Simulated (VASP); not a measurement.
Here is a VASP 6.6.1 calculation.

Contents of POSCAR:

```
BaTiO3
1.0
    3.9727519242      0.0000000000      0.0000000000
    0.0000000000      3.9727519242      0.0000000000
    0.0000000000      0.0000000000      3.9263970187
Ba Ti O
1 1 3
Direct
    0.5000000000      0.5000000000      0.5751199705
    0.0000000000      0.0000000000      0.0827636000
    0.0000000000      0.5000000000      0.0685791104
    0.5000000000      0.0000000000      0.0685791104
    0.0000000000      0.0000000000      0.5649551986
```

The input INCAR.step1:

```
SYSTEM = BaTiO3
ALGO = Normal ; EDIFF = 1E-4
ENCUT = 520 ; GGA = PE
ISMEAR = 0 ; LASPH = .True.
LCHARG = .False. ; LREAL = .False.
LWAVE = .True. ; NBANDS = 28
NELM = 100 ; PREC = Accurate
SIGMA = 0.02
```

The input INCAR.step2:

```
SYSTEM = BaTiO3
ALGO = Normal ; EDIFF = 1E-6
ENCUT = 520 ; ISIF = 2
ISMEAR = 0 ; ISTART = 1
LASPH = .True. ; LCHARG = .False.
LMIXTAU = .True. ; LREAL = .False.
LWAVE = .False. ; METAGGA = R2SCAN
NBANDS = 28 ; NELM = 100
PREC = Accurate ; SIGMA = 0.02
```

KPOINTS

```
k-points
0
Gamma
  8 8 8
  0 0 0
```

Potentials or basis: VASP PAW PBE potentials, release 64 (Ba_sv, Ti_sv, O).

Launch:

```sh
$ cat potpaw_PBE.64/Ba_sv/POTCAR potpaw_PBE.64/Ti_sv/POTCAR potpaw_PBE.64/O/POTCAR > POTCAR
$ cp INCAR.step1 INCAR
$ mpirun -np 1 vasp_std > vasp.out
$ cp INCAR.step2 INCAR
$ mpirun -np 1 vasp_std > vasp.out
```

(1) Estimate the band gap on the k mesh.

(2) What does it give for the pressure?

(3) What does it give for the largest force?

Answers

(1) 2.23 eV (least direct gap 2.38 eV).

(2) 8.0 GPa.

(3) 0.068 eV/Å.

Caveat: the cell differs from its parent crystal (strain along c alone, the other axes held: -4.5 %, then relaxed in part); the cell stands under pressure; the PAW data sets were made with another functional, which shifts forces and pressure a little; spin-orbit coupling is left out, which moves the levels of the heavy elements.
